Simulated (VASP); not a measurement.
# Mo (Im-3m) in VASP: single point with PBEsol

Aim: the single point of Mo with PBEsol.

All numbers are computed with VASP 6.6.1; they aren't measurements. Logs are shortened: lines on timing, memory, paths and dates and some standing lists are left out, and cuts for length are marked.

## (1) The cell of the first run

Symmetry: Im-3m, No. 229, cubic system. The conventional cell has a = 3.129 Å, b = 3.129 Å, c = 3.129 Å, α = 90.00°, β = 90.00°, γ = 90.00°. Within 3.6 Å of Mo (site symmetry m-3m) lie 14 Mo at 2.71 to 3.13 Å.

## (2) Single point, PBEsol

File INCAR:

```
SYSTEM = Mo
ALGO     = Normal         ! electronic algorithm
EDIFF    = 1E-6           ! SCF threshold, eV
ENCUT    = 520            ! plane-wave cutoff, eV
GGA      = PS             ! functional
ISIF     = 2              ! what is computed and relaxed
ISMEAR   = 0              ! smearing method
LASPH    = .True.         ! aspherical terms in the spheres
LCHARG   = .False.        ! write CHGCAR
LREAL    = .False.        ! projectors in reciprocal space
LWAVE    = .False.        ! write WAVECAR
NBANDS   = 13             ! bands
NELM     = 60             ! most SCF steps
PREC     = Accurate       ! precision mode
SIGMA    = 0.1            ! smearing width, eV
```

File KPOINTS:

```
k-points
0
Gamma
  11 11 22
  0 0 0
```

File POSCAR:

```
Mo
1.0
    3.1293068541      0.0000000000      0.0000000000
    0.0000000000      3.1293068541      0.0000000000
    1.5646534271     -1.5646534271      1.5646534271
Mo
1
Direct
    0.0000000000      0.0000000000      0.0000000000
```

Potentials or basis: VASP PAW PBE potentials, release 64 (Mo_sv).

Launch:

```
cat potpaw_PBE.64/Mo_sv/POTCAR > POTCAR
mpirun -np 1 vasp_std > vasp.out
```

OUTCAR:

```text
SYSTEM = Mo
   EDIFF = 1E-6
   ENCUT = 520
   GGA = PS
   ISIF = 2
   ISMEAR = 0
   LASPH = .True.
   LREAL = .False.
   NELM = 60
   PREC = Accurate

 ion  position               nearest neighbor table
   1  0.000  0.000  0.000-

  LATTYP: Found a body centered cubic cell.
 ALAT       =     3.1293068542

  Lattice vectors:

 A1 = (  -1.5646534271,   1.5646534271,  -1.5646534271)
 A2 = (  -1.5646534270,  -1.5646534271,   1.5646534271)
 A3 = (   1.5646534271,   1.5646534270,   1.5646534271)

Analysis of symmetry for initial positions (statically):
=====================================================================
 Subroutine PRICEL returns:
 Original cell was already a primitive cell.

 Routine SETGRP: Setting up the symmetry group for a
 body centered cubic supercell.

 Subroutine GETGRP returns: Found 48 space group operations
 (whereof 48 operations were pure point group operations)
 out of a pool of 48 trial point group operations.

The static configuration has the point symmetry O_h .

Analysis of symmetry for dynamics (positions and initial velocities):
=====================================================================
 Subroutine PRICEL returns:
 Original cell was already a primitive cell.

 Routine SETGRP: Setting up the symmetry group for a
 body centered cubic supercell.

 Subroutine GETGRP returns: Found 48 space group operations
 (whereof 48 operations were pure point group operations)
 out of a pool of 48 trial point group operations.

The dynamic configuration has the point symmetry O_h .

 Subroutine INISYM returns: Found 48 space group operations
 (whereof 48 operations are pure point group operations),
 and found     1 'primitive' translations

----------------------------------------------------------------------------------------

                                     Primitive cell

  volume of cell :      15.3220

  direct lattice vectors                    reciprocal lattice vectors
     3.129306854  0.000000000  0.000000000     0.319559585  0.000000000 -0.319559585
     0.000000000  3.129306854  0.000000000     0.000000000  0.319559585  0.319559585
     1.564653427 -1.564653427  1.564653427     0.000000000  0.000000000  0.639119170

  length of vectors
     3.129306854  3.129306854  2.710059232     0.451925499  0.451925499  0.639119170

  position of ions in fractional coordinates (direct lattice)
     0.000000000  0.000000000  0.000000000

  ion indices of the primitive-cell ions
   primitive index   ion index
                 1           1

----------------------------------------------------------------------------------------

 KPOINTS: k-points

Automatic generation of k-mesh.
 Grid dimensions read from file:
 generate k-points for:   11   11   22

 Generating k-lattice:

  Cartesian coordinates                     Fractional coordinates (reciprocal lattice)
     0.029050871  0.000000000 -0.029050871     0.090909091  0.000000000  0.000000000
     0.000000000  0.029050871  0.029050871     0.000000000  0.090909091  0.000000000
     0.000000000  0.000000000  0.029050871     0.000000000  0.000000000  0.045454545

  Length of vectors
     0.041084136  0.041084136  0.029050871

  Shift w.r.t. Gamma in fractional coordinates (k-lattice)
     0.000000000  0.000000000  0.000000000

 Subroutine IBZKPT returns following result:
 ===========================================

 Found    112 irreducible k-points:

 Following reciprocal coordinates:
            Coordinates               Weight
  0.000000  0.000000  0.000000      1.000000
  0.090909  0.000000  0.000000     12.000000
  0.181818  0.000000  0.000000     12.000000
  0.272727  0.000000  0.000000     12.000000
  0.363636  0.000000  0.000000     12.000000
  0.454545  0.000000  0.000000     12.000000
[... 16 lines left out ...]
  0.090909  0.090909  0.045455      8.000000
  0.272727  0.090909  0.045455     24.000000
 [... further k-points ...]
   k-points           NKPTS =    112   k-points in BZ     NKDIM =    112   number of bands    NBANDS=     13
   number of dos      NEDOS =    301   number of ions     NIONS =      1
   total plane-waves  NPLWV =  11520
   dimension x,y,z NGX =    24 NGY =   24 NGZ =   20
   dimension x,y,z NGXF=    48 NGYF=   48 NGZF=   40
   ions per type =               1
   NGX,Y,Z   is equivalent  to a cutoff of  12.75, 12.75, 12.27 a.u.
   NGXF,Y,Z  is equivalent  to a cutoff of  25.50, 25.50, 24.54 a.u.
 SYSTEM =  Mo
   PREC   = accura    normal or accurate (medium, high low for compatibility)
   ISTART =      0    job   : 0-new  1-cont  2-samecut
   ICHARG =      2    charge: 1-file 2-atom 10-const
   ISPIN  =      1    spin polarized calculation?
   LNONCOLLINEAR =      F non collinear calculations
   LSORBIT =      F    spin-orbit coupling
   LASPH  =      T    aspherical Exc in radial PAW
   ENCUT  =  520.0 eV  38.22 Ry    6.18 a.u.   5.82  5.82  5.04*2*pi/ulx,y,z
   NELM   =     60;   NELMIN=  2; NELMDL= -5     # of ELM steps
   EDIFF  = 0.1E-05   stopping-criterion for ELM
   LREAL  =      F    real-space projection
   EDIFFG = 0.1E-04   stopping-criterion for IOM
   NSW    =      0    number of steps for IOM
   IBRION =     -1    ionic relax: 0-MD 1-quasi-New 2-CG
   NFREE  =      0    steps in history (QN), initial steepest desc. (CG)
   ISIF   =      2    stress and relaxation
   ISYM   =      2    0-nonsym 1-usesym 2-fastsym
   POTIM  = 0.5000    time-step for ionic-motion
   TEBEG  =    0.0;   TEEND  =   0.0 temperature during run
   PSTRESS=    0.0 pullay stress
   NELECT =      14.0000    total number of electrons
   NUPDOWN=      -1.0000    fix difference up-down
   EMIN   =  10.00;   EMAX   =-10.00  energy-range for DOS
   EFERMI =   0.00;   METHOD = LEGACY
   ISMEAR =     0;   SIGMA  =   0.10  broadening in eV -4-tet -1-fermi 0-gaus
   EFERMI_NEDOS =   21; number of points for ismear=-14 and -15
   IALGO  =     38    algorithm
   IMIX   =      4    mixing-type and parameters
     AMIX     =   0.40;   BMIX     =  1.00
     AMIX_MAG =   1.60;   BMIX_MAG =  1.00
  volume/ion in A,a.u.               =      15.32       103.40
  Fermi-wavevector in a.u.,A,eV,Ry     =   1.588593  3.002006 34.336047  2.523628
  Thomas-Fermi vector in A             =   2.687573
   LORBIT       =      0    0 simple, 1 ext, 2 COOP (PROOUT), +10 PAW based schemes
   GGA     = PS    functional components
   LHFCALC =     F    Hartree Fock is set to
   AEXX    =    0.0000 exact exchange contribution
   IVDW    =     0    specifies the selected vdW correction
   LEPSILON=     F    determine dielectric tensor
   LRPA    =     F    only Hartree local field effects (RPA)
 non-spin polarized calculation
 Gauss-broadening in eV      SIGMA  =   0.10
  energy-cutoff  :      520.00
  volume of cell :       15.32
 maximum number of plane-waves:       424
   NGX = 11   NGY = 11   NGZ =  9

 number of electron      14.0000000 magnetization

 Free energy of the ion-electron system (eV)
  ---------------------------------------------------
  ext. energy  EPLUGINS =         0.00000000
  ---------------------------------------------------
  free energy    TOTEN  =       -11.77829570 eV

  energy without entropy =      -11.77462165  energy(sigma->0) =      -11.77645867

 E-fermi :  12.7284     XC(G=0): -13.6421

 val. band max:       12.6943185498   @ k =   0.1818  -0.4545   0.0455
 cond. band min:      12.7536298297   @ k =   0.1818   0.0000   0.0000
 fundamental gap:      0.0593112798
 Fermi energy:        12.7284427285

 k-point     1 :       0.0000    0.0000    0.0000
  band No.  band energies     occupation
      1     -48.4076      2.00000
      2     -21.6468      2.00000
      3     -21.6468      2.00000
      4     -21.6468      2.00000
      5       5.4387      2.00000
      6      11.3838      2.00000
      7      11.3838      2.00000
      8      11.3838      2.00000
      9      14.4729      0.00000
     10      14.4729      0.00000
     11      27.6266      0.00000
     12      27.6266      0.00000
     13      27.6266      0.00000

 k-point     2 :       0.0909    0.0000    0.0000
  band No.  band energies     occupation
      1     -48.3852      2.00000
      2     -21.7746      2.00000
      3     -21.6861      2.00000
      4     -21.6479      2.00000
      5       5.8078      2.00000
      6      11.1751      2.00000
      7      11.3416      2.00000
      8      11.7361      2.00000
      9      14.1864      0.00000
     10      14.4796      0.00000
     11      27.8942      0.00000
     12      28.2546      0.00000
     13      28.3480      0.00000

 k-point     3 :       0.1818    0.0000    0.0000
  band No.  band energies     occupation
      1     -48.3246      2.00000
      2     -22.1092      2.00000
      3     -21.7901      2.00000
      4     -21.6507      2.00000
      5       6.7445      2.00000
      6      10.6613      2.00000
      7      11.1595      2.00000
      8      12.7536      0.72169
      9      13.8581      0.00000
     10      14.5336      0.00000
     11      28.1896      0.00000
     12      29.4989      0.00000
     13      30.0088      0.00000
[... 305 lines left out ...]
 k-point    23 :       0.0909    0.0909    0.0455
  band No.  band energies     occupation
      1     -48.3745      2.00000
      2     -21.8502      2.00000
      3     -21.6688      2.00000
      4     -21.6688      2.00000
      5       5.9831      2.00000
      6      11.1380      2.00000
      7      11.1380      2.00000
      8      12.0170      2.00000
      9      14.2958      0.00000
     10      14.2958      0.00000
     11      27.9981      0.00000
     12      28.5731      0.00000
     13      28.5731      0.00000

 k-point    24 :       0.2727    0.0909    0.0455
  band No.  band energies     occupation
      1     -48.2960      2.00000
      2     -22.1938      2.00000
      3     -21.8275      2.00000
      4     -21.7307      2.00000
      5       7.1936      2.00000
      6      10.8607      2.00000
      7      10.9123      2.00000
      8      13.0782      0.00000
      9      13.1408      0.00000
     10      15.0133      0.00000
     11      29.0027      0.00000
     12      29.3652      0.00000
     13      30.4946      0.00000

 [... further k-points ...]

------------------------ aborting loop because EDIFF is reached ----------------------------------------

  FORCE on cell =-STRESS in cart. coord.  units (eV):
  Direction    XX          YY          ZZ          XY          YZ          ZX
  --------------------------------------------------------------------------------------
  -------------------------------------------------------------------------------------
  Total        0.0621895      0.0621895      0.0621895     -0.0000000     -0.0000000      0.0000000
  in kB        6.5029942      6.5029942      6.5029942     -0.0000000     -0.0000000      0.0000000
  external PRESSURE =       6.5029942 kB  Pullay stress =       0.0000000 kB

 VOLUME and BASIS-vectors are now :
 -----------------------------------------------------------------------------
  energy-cutoff  :      520.00
  volume of cell :       15.32
      direct lattice vectors                 reciprocal lattice vectors
     3.129306854  0.000000000  0.000000000     0.319559585  0.000000000 -0.319559585
     0.000000000  3.129306854  0.000000000     0.000000000  0.319559585  0.319559585
     1.564653427 -1.564653427  1.564653427     0.000000000  0.000000000  0.639119170

 POSITION                                       TOTAL-FORCE (eV/Angst)
 -----------------------------------------------------------------------------------
      0.00000      0.00000      0.00000         0.000000      0.000000      0.000000
 -----------------------------------------------------------------------------------
    total drift:                               -0.000000      0.000000     -0.000000

  FREE ENERGIE OF THE ION-ELECTRON SYSTEM (eV)
  ---------------------------------------------------
  free  energy   TOTEN  =       -11.7782956996 eV

  energy  without entropy=      -11.7746216499  energy(sigma->0) =      -11.77645867
```

It took 13 s on 1 thread of AMD EPYC 9R14 (Zen 4), shared host; peak memory 0.11 GiB.

Results:

| Quantity | Value |
| --- | --- |
| Free energy | -11.7783 eV |
| Pressure | 0.7 GPa |
| Band gap on the k mesh | zero (bands 7 and 8 overlap by 5.53 eV) |

Levels at points of the mesh, in eV from the Fermi level:
| k point | band 5 | band 6 | band 7 | band 8 | band 9 | band 10 |
| --- | --- | --- | --- | --- | --- | --- |
| (0.00, 0.00, 0.00) | -7.29 | -1.34 | -1.34 | -1.34 | 1.74 | 1.74 |
| (0.00, 0.00, 0.50) | -5.56 | -5.56 | 4.19 | 4.19 | 4.19 | 9.24 |

Caveat: the PAW data sets were made with another functional, which shifts forces and pressure a little.

The gap in the log of VASP goes by the Fermi energy; the results here count the filled bands.